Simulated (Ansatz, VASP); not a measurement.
## One calculation of I, two programs

INCAR

```
PREC = Accurate
ENCUT = 520
EDIFF = 1E-6
ISMEAR = -1
SIGMA = 0.08
LREAL = False
LASPH = True
NELM = 80
ALGO = Normal
ISIF = 2
LWAVE = False
LCHARG = False
GGA = CA
NBANDS = 10
```

The input KPOINTS:

```
regular mesh
0
Gamma
  13 13 13
```

File POSCAR:

```
I
1.0
   -1.8525291120      1.8525291120      1.8525291120
    1.8525291120     -1.8525291120      1.8525291120
    1.8525291120      1.8525291120     -1.8525291120
I
1
Direct
    0.0000000000      0.0000000000      0.0000000000
```

Input for Ansatz:

```yaml
crystal:
  lattice:
    - [-1.852529112, 1.852529112, 1.852529112]
    - [1.852529112, -1.852529112, 1.852529112]
    - [1.852529112, 1.852529112, -1.852529112]
  atoms:
    - { symbol: I, position: [0.0, 0.0, 0.0] }
kpoints:
  mp_grid: { grid: [13, 13, 13] }
scf:
  occupations: { method: fermi_dirac, width: 0.08 }
  mixing: { algorithm: anderson, beta: 0.05, ndim: 8 }
hamiltonian:
  xc: lda
  pseudopotentials: { kind: all_electron, lapw: { basis_error: 0.001 } }
output:
  forces: true
  stress: true
  eigenvalues: true
  populations: true
```

Alike in both runs: task single point; functional LDA; k mesh 13 × 13 × 13; occupations fermi-dirac, width 0.08 eV; no spin polarisation.

|  | VASP | Ansatz |
| --- | --- | --- |
| version | VASP 6.6.1 | Ansatz 0.2.0 |
| potentials or method | VASP PAW LDA potentials, release 64 (I), cutoff 520 eV | all-electron LAPW, scalar-relativistic |

|  | VASP | Ansatz | Ansatz less VASP |
| --- | --- | --- | --- |
| gap on the k mesh at the Fermi level (eV) | none | none | - |
| pressure (GPa) | 14.5 | 14.5 | +0.02 |

LDA's correlation is that of Perdew and Zunger in VASP and of Perdew and Wang (1992) in Ansatz. A gap of «none» marks a metal or a gap that the smearing closes. Ansatz ran all-electron here, and VASP with PAW potentials.

Spin-orbit coupling is off throughout.
